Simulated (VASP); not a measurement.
# Ag (P6_3/mmc) in VASP: notebook, part 2 of 2

VASP 6.6.1. Earlier steps stand in the parts before.

### 3 Relaxation of cell and atoms, PBEsol, target pressure 10 GPa, at which the enthalpy is minimised

File INCAR:

```
PREC = Accurate ; ENCUT = 600
EDIFF = 1E-7 ; ISMEAR = -1
SIGMA = 0.05 ; LREAL = F
LASPH = T ; NELM = 60
ALGO = Normal ; ISIF = 3
LWAVE = F ; LCHARG = F
GGA = PS ; IBRION = 2
NSW = 80 ; EDIFFG = -0.02
PSTRESS = 100.0
```

File KPOINTS:

```
regular mesh
0
Gamma
  10 10 6
```

File POSCAR:

```
Ag
1.0
    2.9300000000      0.0000000000      0.0000000000
   -1.4650000000      2.5374544331      0.0000000000
    0.0000000000      0.0000000000      4.7900000000
Ag
2
Direct
    0.6666666667      0.3333333333      0.7500000000
    0.3333333333      0.6666666667      0.2500000000
```

Potentials or basis: VASP PAW PBE potentials, release 64 (Ag).

Command:

```
> cat potpaw_PBE.64/Ag/POTCAR > POTCAR
> mpirun -np 1 vasp_std > vasp.out
```

OUTCAR:

```text
PREC = Accurate
   ENCUT = 600
   EDIFF = 1E-7
   ISMEAR = -1
   LREAL = F
   LASPH = T
   NELM = 60
   ISIF = 3
   GGA = PS
   IBRION = 2
   NSW = 80
   EDIFFG = -0.02
   PSTRESS = 100.0

 ion  position               nearest neighbor table
   1  0.667  0.333  0.750-   2 2.93   2 2.93   2 2.93   2 2.93   2 2.93   2 2.93
   2  0.333  0.667  0.250-   1 2.93   1 2.93   1 2.93   1 2.93   1 2.93   1 2.93

  LATTYP: Found a hexagonal cell.
 ALAT       =     2.9300000000
 C/A-ratio  =     1.6348122867

  Lattice vectors:

 A1 = (   2.9300000000,   0.0000000000,   0.0000000000)
 A2 = (  -1.4650000000,   2.5374544331,   0.0000000000)
 A3 = (   0.0000000000,   0.0000000000,   4.7900000000)

Analysis of symmetry for initial positions (statically):
=====================================================================
 Subroutine PRICEL returns:
 Original cell was already a primitive cell.

 Routine SETGRP: Setting up the symmetry group for a
 hexagonal supercell.

 Subroutine GETGRP returns: Found 24 space group operations
 (whereof 12 operations were pure point group operations)
 out of a pool of 24 trial point group operations.

The static configuration has the point symmetry D_3d.
 The point group associated with its full space group is D_6h.

Analysis of symmetry for dynamics (positions and initial velocities):
=====================================================================
 Subroutine PRICEL returns:
 Original cell was already a primitive cell.

 Routine SETGRP: Setting up the symmetry group for a
 hexagonal supercell.

 Subroutine GETGRP returns: Found 24 space group operations
 (whereof 12 operations were pure point group operations)
 out of a pool of 24 trial point group operations.

The dynamic configuration has the point symmetry D_3d.
 The point group associated with its full space group is D_6h.

 Subroutine INISYM returns: Found 24 space group operations
 (whereof 12 operations are pure point group operations),
 and found     1 'primitive' translations

----------------------------------------------------------------------------------------

                                     Primitive cell

  volume of cell :      35.6124

  direct lattice vectors                    reciprocal lattice vectors
     2.930000000  0.000000000  0.000000000     0.341296928  0.197047873  0.000000000
    -1.465000000  2.537454433  0.000000000     0.000000000  0.394095747  0.000000000
     0.000000000  0.000000000  4.790000000     0.000000000  0.000000000  0.208768267

  length of vectors
     2.930000000  2.930000000  4.790000000     0.394095747  0.394095747  0.208768267

  position of ions in fractional coordinates (direct lattice)
     0.666666667  0.333333333  0.750000000
     0.333333333  0.666666667  0.250000000

  ion indices of the primitive-cell ions
   primitive index   ion index
                 1           1
                 2           2

----------------------------------------------------------------------------------------

 KPOINTS: regular mesh

Automatic generation of k-mesh.
 Grid dimensions read from file:
 generate k-points for:   10   10    6

 Generating k-lattice:

  Cartesian coordinates                     Fractional coordinates (reciprocal lattice)
     0.034129693  0.019704787  0.000000000     0.100000000  0.000000000  0.000000000
     0.000000000  0.039409575  0.000000000     0.000000000  0.100000000  0.000000000
[... 56 lines left out ...]
   ENCUT  =  600.0 eV  44.10 Ry    6.64 a.u.   5.85  5.85  9.57*2*pi/ulx,y,z
   NELM   =     60;   NELMIN=  2; NELMDL= -5     # of ELM steps
   EDIFF  = 0.1E-06   stopping-criterion for ELM
   LREAL  =      F    real-space projection
   EDIFFG = -.2E-01   stopping-criterion for IOM
   NSW    =     80    number of steps for IOM
   IBRION =      2    ionic relax: 0-MD 1-quasi-New 2-CG
   NFREE  =      1    steps in history (QN), initial steepest desc. (CG)
   ISIF   =      3    stress and relaxation
   ISYM   =      2    0-nonsym 1-usesym 2-fastsym
   POTIM  = 0.5000    time-step for ionic-motion
   TEBEG  =    0.0;   TEEND  =   0.0 temperature during run
   PSTRESS=  100.0 pullay stress
   NELECT =      22.0000    total number of electrons
   NUPDOWN=      -1.0000    fix difference up-down
   EMIN   =  10.00;   EMAX   =-10.00  energy-range for DOS
   EFERMI =   0.00;   METHOD = LEGACY
   ISMEAR =    -1;   SIGMA  =   0.05  broadening in eV -4-tet -1-fermi 0-gaus
   EFERMI_NEDOS =   21; number of points for ismear=-14 and -15
   IALGO  =     38    algorithm
   IMIX   =      4    mixing-type and parameters
     AMIX     =   0.40;   BMIX     =  1.00
     AMIX_MAG =   1.60;   BMIX_MAG =  1.00
  volume/ion in A,a.u.               =      17.81       120.16
  Fermi-wavevector in a.u.,A,eV,Ry     =   1.394275  2.634799 26.449782  1.944004
  Thomas-Fermi vector in A             =   2.517840
   LORBIT       =      0    0 simple, 1 ext, 2 COOP (PROOUT), +10 PAW based schemes
   GGA     = PS    functional components
   LHFCALC =     F    Hartree Fock is set to
   AEXX    =    0.0000 exact exchange contribution
   IVDW    =     0    specifies the selected vdW correction
   LEPSILON=     F    determine dielectric tensor
   LRPA    =     F    only Hartree local field effects (RPA)
 conjugate gradient relaxation of ions
 non-spin polarized calculation
  energy-cutoff  :      600.00
  volume of cell :       35.61
 maximum number of plane-waves:      1204
 NGX is ok and might be reduce to    24
   NGX = 11   NGY = 11   NGZ = 19

--------------------------------------- Ionic step        1  -------------------------------------------

 number of electron      22.0000005 magnetization

 Free energy of the ion-electron system (eV)
  ---------------------------------------------------
  ext. energy  EPLUGINS =         0.00000000
  ---------------------------------------------------
  free energy    TOTEN  =        -6.55099035 eV

  energy without entropy =       -6.54544250  energy(sigma->0) =       -6.54821643

------------------------ aborting loop because EDIFF is reached ----------------------------------------

  FORCE on cell =-STRESS in cart. coord.  units (eV):
  Direction    XX          YY          ZZ          XY          YZ          ZX
  --------------------------------------------------------------------------------------
  -------------------------------------------------------------------------------------
  Total       -1.3491235     -1.3491235     -1.4857798      0.0000000     -0.0000000      0.0000000
  in kB      -60.6961156    -60.6961156    -66.8441881      0.0000000     -0.0000000      0.0000000
  external PRESSURE =    -162.7454731 kB  Pullay stress =     100.0000000 kB
[... 25 lines left out ...]
--------------------------------------- Ionic step        2  -------------------------------------------

 number of electron      22.0000004 magnetization

 E-fermi :  11.8581     XC(G=0): -13.8408

 val. band max:       11.8554937097   @ k =   0.3000   0.0000   0.3333
 cond. band min:      11.8848106301   @ k =   0.4000   0.1000   0.3333
 fundamental gap:      0.0293169204
 Fermi energy:        11.8581069962

 k-point     1 :       0.0000    0.0000    0.0000
  band No.  band energies     occupation
      1       2.1826      2.00000
      2       3.7776      2.00000
      3       6.1122      2.00000
      4       6.2282      2.00000
      5       6.2282      2.00000
      6       6.6025      2.00000
      7       6.6025      2.00000
      8       7.1070      2.00000
      9       7.1070      2.00000
     10       8.6386      2.00000
     11       8.6386      2.00000
     12      10.7704      2.00000
     13      16.9959      0.00000
     14      27.9161      0.00000
[... 486 lines left out ...]
  energy  without entropy=       -6.5332199348  energy(sigma->0) =       -6.53623221

  enthalpy is  TOTEN    =        -4.5883042859 eV   P V=        1.9509402091

[... ionic steps 4 to 7 ...]

--------------------------------------- Ionic step        8  -------------------------------------------

 number of electron      22.0000001 magnetization

------------------------ aborting loop because EDIFF is reached ----------------------------------------
[... 71 lines left out ...]
--------------------------------------- Ionic step       10  -------------------------------------------

 number of electron      22.0000001 magnetization

 Free energy of the ion-electron system (eV)
  ---------------------------------------------------
  ext. energy  EPLUGINS =         0.00000000
  ---------------------------------------------------
  free energy    TOTEN  =        -6.53256170 eV

  energy without entropy =       -6.52649059  energy(sigma->0) =       -6.52952614

 E-fermi :   9.5271     XC(G=0): -12.9597

 val. band max:        9.4058730321   @ k =   0.3000   0.0000   0.3333
 cond. band min:       9.5442245927   @ k =   0.5000   0.0000   0.1667
 fundamental gap:      0.1383515606
 Fermi energy:         9.5270835430

 k-point     1 :       0.0000    0.0000    0.0000
  band No.  band energies     occupation
      1       1.0302      2.00000
      2       2.5567      2.00000
      3       4.4458      2.00000
      4       4.5385      2.00000
      5       4.5385      2.00000
      6       4.8284      2.00000
      7       4.8284      2.00000
      8       5.2221      2.00000
      9       5.2221      2.00000
     10       6.4333      2.00000
     11       6.4333      2.00000
     12       8.8670      2.00000
     13      13.7155      0.00000
     14      25.3683      0.00000
[... 448 lines left out ...]
  energy  without entropy=       -6.5264905904  energy(sigma->0) =       -6.52952614

  enthalpy is  TOTEN    =        -4.5886394157 eV   P V=        1.9439222807

 reached required accuracy - stopping structural energy minimisation
```

CONTCAR:

```text
Ag
   1.00000000000000
     2.8061604244361904   -0.0000000000000000   -0.0000000000000000
    -1.4030802122180952    2.4302062146686119    0.0000000000000000
    -0.0000000000000000    0.0000000000000000    4.5670299260665050
  Ag
     2
Direct
     0.6666666667000030    0.3333333332999970    0.7500000000000000
     0.3333333332999970    0.6666666667000030    0.2500000000000000

  0.00000000E+00  0.00000000E+00  0.00000000E+00
  0.00000000E+00  0.00000000E+00  0.00000000E+00
```

Run time: 98 s. Hardware: 1 thread of AMD EPYC 9R45 (Zen 5), shared host; peak memory 0.15 GiB.

Results:

```yaml
Free_energy: -6.5326 eV
Relaxed_volume: 15.57 Å³/atom
Relaxed_cell: a = 2.806 Å, b = 2.806 Å, c = 4.567 Å, α = 90.00°, β = 90.00°, γ = 120.00°
Space_group_after_relaxing_to_0.05_Å: P6_3/mmc (No. 194)
Energy_change_on_relaxing_the_enthalpy_is_what_falls: +9.2 meV/atom
Ionic_steps: 10
Pressure_after_relaxing: 10.0 GPa
Band_gap_on_the_k_mesh: zero (band 11 reaches 12.89 eV, above the bottom of band 12 at 6.07 eV)
```

Step by step:
| step | energy change (eV) | largest force (eV/Å) | pressure (GPa) | volume (Å³) |
| --- | --- | --- | --- | --- |
| 1 | 0.0000 | 0.0000 | -6.27 | 35.61 |
| 2 | 0.6472 | 0.0000 | 44.21 | 27.08 |
| 3 | 0.0117 | 0.0000 | 9.37 | 31.26 |
| 4 | 0.0172 | 0.0000 | 9.86 | 31.17 |
| 5 | 0.0226 | 0.0000 | 10.33 | 31.08 |
| 6 | 0.0144 | 0.0000 | 9.63 | 31.21 |
| 7 | 0.0177 | 0.0000 | 9.93 | 31.16 |
| 8 | 0.0174 | 0.0000 | 9.88 | 31.16 |
| 9 | 0.0175 | 0.0000 | 9.90 | 31.16 |
| 10 | 0.0184 | 0.0000 | 9.97 | 31.15 |

Final structure:
```
Ag
1.0
     2.80616    0.00000    0.00000
    -1.40308    2.43021    0.00000
     0.00000    0.00000    4.56703
Ag
2
Cartesian
  1.4031 0.8101 3.4253
  0.0000 1.6201 1.1418
```

Caveat: the cell is relaxed towards a set pressure, so the enthalpy falls and the energy may rise; the PAW data sets were made with another functional, which shifts forces and pressure a little.
